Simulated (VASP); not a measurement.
# W in VASP: relaxation of the atoms with PBE

Aim: the relaxation of the atoms of W with PBE.

All numbers are computed with VASP 6.6.1; they aren't measurements. Logs are shortened: lines on timing, memory, paths and dates and some standing lists are left out, and cuts for length are marked.

## Step 1: The cell of the first run

The cell holds a slab with vacuum, 4 atoms: a = 3.184 Å, b = 3.184 Å, c = 18.776 Å, α = 90.00°, β = 90.00°, γ = 90.00°.

## Step 2: Relaxation of the atoms, PBE

File INCAR:

```
SYSTEM = W
PREC = Accurate ; ENCUT = 520
EDIFF = 1E-7 ; ISMEAR = 0
SIGMA = 0.1 ; LREAL = .FALSE.
LASPH = .TRUE. ; NELM = 100
ALGO = Normal ; ISIF = 2
LWAVE = .FALSE. ; LCHARG = .FALSE.
LDIPOL = .TRUE. ; IDIPOL = 3
DIPOL = 0.5 0.5 0.500 ; GGA = PE
IBRION = 2 ; NSW = 70
EDIFFG = -0.03
```

File KPOINTS:

```
Automatic mesh
0
G
  9 9 1
  0 0 0
```

File POSCAR:

```
W
1.0
    3.1836991685      0.0000000000      0.0000000000
    0.0000000000      3.1836991685      0.0000000000
    0.0000000000      0.0000000000     18.7755487527
W
4
Selective dynamics
Direct
    0.5000000000      0.5000000000      0.3728253215  F F F
    0.0000000000      0.0000000000      0.4576084405  F F F
    0.5000000000      0.5000000000      0.5423915595  T T T
    0.0000000000      0.0000000000      0.6271746785  T T T
```

Potentials or basis: VASP PAW PBE potentials, release 64 (W_sv).

Started as:

```console
$ cat potpaw_PBE.64/W_sv/POTCAR > POTCAR
$ mpirun -np 1 vasp_std > vasp.out
```

OUTCAR:

```text
SYSTEM = W
   PREC = Accurate
   ENCUT = 520
   EDIFF = 1E-7
   ISMEAR = 0
   LREAL = .FALSE.
   LASPH = .TRUE.
   NELM = 100
   ISIF = 2
   GGA = PE
   IBRION = 2
   NSW = 70
   EDIFFG = -0.03

 ion  position               nearest neighbor table
   1  0.500  0.500  0.373-   2 2.76   2 2.76   2 2.76   2 2.76   3 3.18
   2  0.000  0.000  0.458-   3 2.76   3 2.76   3 2.76   3 2.76   1 2.76   1 2.76   1 2.76   1 2.76
                             4 3.18
   3  0.500  0.500  0.542-   2 2.76   2 2.76   2 2.76   2 2.76   4 2.76   4 2.76   4 2.76   4 2.76
                             1 3.18
   4  0.000  0.000  0.627-   3 2.76   3 2.76   3 2.76   3 2.76   2 3.18

  LATTYP: Found a simple tetragonal cell.
 ALAT       =     3.1836991685
 C/A-ratio  =     5.8974004009

  Lattice vectors:

 A1 = (   3.1836991685,   0.0000000000,   0.0000000000)
 A2 = (   0.0000000000,   3.1836991685,   0.0000000000)
 A3 = (   0.0000000000,   0.0000000000,  18.7755487527)

Analysis of symmetry for initial positions (statically):
=====================================================================
 Subroutine PRICEL returns:
 Original cell was already a primitive cell.

 Routine SETGRP: Setting up the symmetry group for a
 simple tetragonal supercell.

 Subroutine GETGRP returns: Found 16 space group operations
 (whereof  8 operations were pure point group operations)
 out of a pool of 16 trial point group operations.

The static configuration has the point symmetry C_4v.
 The point group associated with its full space group is D_4h.

Analysis of symmetry for dynamics (positions and initial velocities):
=====================================================================
 Subroutine PRICEL returns:
 Original cell was already a primitive cell.

 Routine SETGRP: Setting up the symmetry group for a
 simple tetragonal supercell.

 Subroutine GETGRP returns: Found 16 space group operations
 (whereof  8 operations were pure point group operations)
 out of a pool of 16 trial point group operations.

The dynamic configuration has the point symmetry C_4v.
 The point group associated with its full space group is D_4h.

Analysis of constrained symmetry for selective dynamics:
=====================================================================
 Subroutine PRICEL returns:
[... 128 lines left out ...]
   GGA     = PE    functional components
   LHFCALC =     F    Hartree Fock is set to
   AEXX    =    0.0000 exact exchange contribution
   IVDW    =     0    specifies the selected vdW correction
   LEPSILON=     F    determine dielectric tensor
   LRPA    =     F    only Hartree local field effects (RPA)
 conjugate gradient relaxation of ions
 non-spin polarized calculation
 Gauss-broadening in eV      SIGMA  =   0.10
  energy-cutoff  :      520.00
  volume of cell :      190.31
 maximum number of plane-waves:      5168
 NGX is ok and might be reduce to    24
   NGX = 11   NGY = 11   NGZ = 69

--------------------------------------- Ionic step        1  -------------------------------------------

 number of electron      55.9999991 magnetization

 Free energy of the ion-electron system (eV)
  ---------------------------------------------------
  ext. energy  EPLUGINS =         0.00000000
  ---------------------------------------------------
  free energy    TOTEN  =       -46.33638187 eV

  energy without entropy =      -46.31217050  energy(sigma->0) =      -46.32427619

------------------------ aborting loop because EDIFF is reached ----------------------------------------

  FORCE on cell =-STRESS in cart. coord.  units (eV):
  Direction    XX          YY          ZZ          XY          YZ          ZX
  --------------------------------------------------------------------------------------
  -------------------------------------------------------------------------------------
  Total       -8.9709865     -8.9709865     -5.2680301      0.0000000      0.0000000      0.0000000
  in kB      -75.5255849    -75.5255849    -44.3508700      0.0000000      0.0000000      0.0000000
  external PRESSURE =     -65.1340133 kB  Pullay stress =       0.0000000 kB
[... 57 lines left out ...]
  FREE ENERGIE OF THE ION-ELECTRON SYSTEM (eV)
  ---------------------------------------------------
  free  energy   TOTEN  =       -46.5267959178 eV

  energy  without entropy=      -46.4910633179  energy(sigma->0) =      -46.50892962

 dipolmoment           0.000000      0.000000      0.002988 electrons x Angstroem

--------------------------------------- Ionic step        3  -------------------------------------------

 number of electron      55.9999992 magnetization

------------------------ aborting loop because EDIFF is reached ----------------------------------------
[... 185 lines left out ...]
--------------------------------------- Ionic step        8  -------------------------------------------

 number of electron      55.9999990 magnetization

 dipolmoment           0.000000      0.000000     -0.004299 electrons x Angstroem

 Free energy of the ion-electron system (eV)
  ---------------------------------------------------
  ext. energy  EPLUGINS =         0.00000000
  ---------------------------------------------------
  free energy    TOTEN  =       -46.53331403 eV

  energy without entropy =      -46.49739632  energy(sigma->0) =      -46.51535517

 E-fermi :   1.0875     XC(G=0):  -5.8520

 val. band max:        1.0707211343   @ k =   0.1111   0.0000   0.0000
 cond. band min:       1.0964302621   @ k =   0.1111   0.0000   0.0000
 fundamental gap:      0.0257091278
 Fermi energy:         1.0875431622

 k-point     1 :       0.0000    0.0000    0.0000
  band No.  band energies     occupation
      1     -72.8233      2.00000
      2     -72.7311      2.00000
      3     -72.6778      2.00000
      4     -72.5164      2.00000
      5     -37.2582      2.00000
      6     -37.1811      2.00000
[... 529 lines left out ...]
     32       3.2737      0.00000
     33       3.8899      0.00000

------------------------ aborting loop because EDIFF is reached ----------------------------------------

 vacuum level on the upper side and lower side of the slab       (xc-potential included)        -0.191        -0.120

  FORCE on cell =-STRESS in cart. coord.  units (eV):
  Direction    XX          YY          ZZ          XY          YZ          ZX
  --------------------------------------------------------------------------------------
  -------------------------------------------------------------------------------------
  Total       -6.3373852     -6.3373852     -3.1283701      0.0000000      0.0000000      0.0000000
  in kB      -53.3536338    -53.3536338    -26.3373468      0.0000000      0.0000000      0.0000000
  external PRESSURE =     -44.3482048 kB  Pullay stress =       0.0000000 kB
[... 19 lines left out ...]
  FREE ENERGIE OF THE ION-ELECTRON SYSTEM (eV)
  ---------------------------------------------------
  free  energy   TOTEN  =       -46.5333140264 eV

  energy  without entropy=      -46.4973963179  energy(sigma->0) =      -46.51535517

 reached required accuracy - stopping structural energy minimisation

 vacuum level on the upper side and lower side of the slab         5.030         5.103
```

OSZICAR:

```text
N       E                     dE             d eps       ncg     rms          rms(c)
DAV:   1     0.660758588671E+03    0.66076E+03   -0.35623E+04  1230   0.161E+03
DAV:   2    -0.236648016333E+02   -0.68442E+03   -0.67727E+03  1124   0.491E+02
DAV:   3    -0.496009516742E+02   -0.25936E+02   -0.25304E+02  1256   0.961E+01
DAV:   4    -0.505901137918E+02   -0.98916E+00   -0.97900E+00  1340   0.170E+01
[... 119 lines left out ...]
DAV:   5    -0.465333142453E+02    0.55932E-05   -0.79248E-05  1346   0.555E-02    0.162E-02
DAV:   6    -0.465333146492E+02   -0.40388E-06   -0.22898E-05  1310   0.447E-02    0.980E-03
DAV:   7    -0.465333142272E+02    0.42198E-06   -0.54738E-06  1277   0.220E-02    0.517E-03
DAV:   8    -0.465333140307E+02    0.19651E-06   -0.16660E-06  1146   0.111E-02    0.192E-03
DAV:   9    -0.465333140264E+02    0.43628E-08   -0.40642E-07   893   0.608E-03
   8 F= -.46533314E+02 E0= -.46515355E+02  d E =-.261542E-03
```

CONTCAR:

```text
W
   1.00000000000000
     3.1836991685000000    0.0000000000000000    0.0000000000000000
     0.0000000000000000    3.1836991685000000    0.0000000000000000
     0.0000000000000000    0.0000000000000000   18.7755487527000007
  W
     4
Selective dynamics
Direct
     0.5000000000000000    0.5000000000000000    0.3728253215000024   F   F   F
     0.0000000000000000    0.0000000000000000    0.4576084405000032   F   F   F
     0.5000000000000000    0.5000000000000000    0.5461388046272774   T   T   T
     0.0000000000000000    0.0000000000000000    0.6204579714726185   T   T   T

  0.00000000E+00  0.00000000E+00  0.00000000E+00
  0.00000000E+00  0.00000000E+00  0.00000000E+00
  0.00000000E+00  0.00000000E+00  0.00000000E+00
  0.00000000E+00  0.00000000E+00  0.00000000E+00
```

It took 8.2 min on 1 thread of Intel Xeon Platinum 8259CL at 2.50GHz (Skylake/Cascade Lake), shared host; peak memory 0.31 GiB.

Results:

```
Free energy               : -46.5333 eV
Energy gained by relaxing : 49.2 meV/atom
Ionic steps               : 8
Band gap on the k mesh    : zero (bands 28 and 29 overlap by 1.65 eV)
```

The path:
```
step  energy change (eV)  largest force on free atoms (eV/Å)  pressure (GPa)
   1              0.0000                              1.9502           -6.51
   2             -0.1904                              0.2969           -5.08
   3             -0.1912                              0.1809           -4.96
   4             -0.1912                              0.1923           -4.92
   5             -0.1935                              0.1689           -4.79
   6             -0.1967                              0.0928           -4.38
   7             -0.1967                              0.0735           -4.48
   8             -0.1969                              0.0049           -4.43
```

Final structure:
```
W
1.0
     3.18370    0.00000    0.00000
     0.00000    3.18370    0.00000
     0.00000    0.00000   18.77555
W
4
Direct
  0.50000 0.50000 0.37283
  0.00000 0.00000 0.45761
  0.50000 0.50000 0.54614
  0.00000 0.00000 0.62046
```

Levels at points of the mesh, in eV from the Fermi level:
```csv
k point,band 24,band 25,band 26,band 27,band 28,band 29,band 30,band 31,band 32,band 33
"(0.00, 0.00, 0.00)",-0.76,-0.61,-0.59,-0.36,-0.15,-0.15,-0.09,0.83,1.18,1.18
```

Caveat: spin-orbit coupling is left out, which moves the levels of the heavy elements.
